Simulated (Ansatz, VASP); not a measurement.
**One calculation of La, two programs**

```xyz
2
Lattice="3.6393 0.0000 0.0000 -1.8197 3.1518 0.0000 0.0000 0.0000 6.0037" Properties=species:S:1:pos:R:3 pbc="T T T"
La    0.0000    2.1012    1.5009
La    1.8197    1.0506    4.5028
```

Alike in both runs: task relaxation of cell and atoms; functional PBEsol; k mesh 15 × 15 × 8; occupations fermi-dirac, width 0.15 eV; no spin polarisation.

|  | VASP | Ansatz |
| --- | --- | --- |
| version | VASP 6.6.1 | Ansatz 0.2.0 |
| potentials or method | VASP PAW PBE potentials, release 64 (La), cutoff 600 eV | scalar-relativistic, plane waves, PAW |
| valence electrons in the cell | 22 | 22 |

Ansatz gave:

| Property | Result |
| --- | --- |
| gap on the k mesh at the Fermi level, each at its own relaxed structure (eV) | none |
| relaxed volume (Å³/atom) | 34.79 |
| relaxed cell length with the largest relative difference (Å) | 5.979 |

Q: Estimate VASP's values.

A: gap on the k mesh at the Fermi level, each at its own relaxed structure (eV): none; relaxed volume (Å³/atom): 34.88; relaxed cell length with the largest relative difference (Å): 5.985.

VASP's potentials were made for PBE, not for PBEsol. A gap of «none» marks a metal or a gap that the smearing closes.

Neither program's run includes spin-orbit coupling.
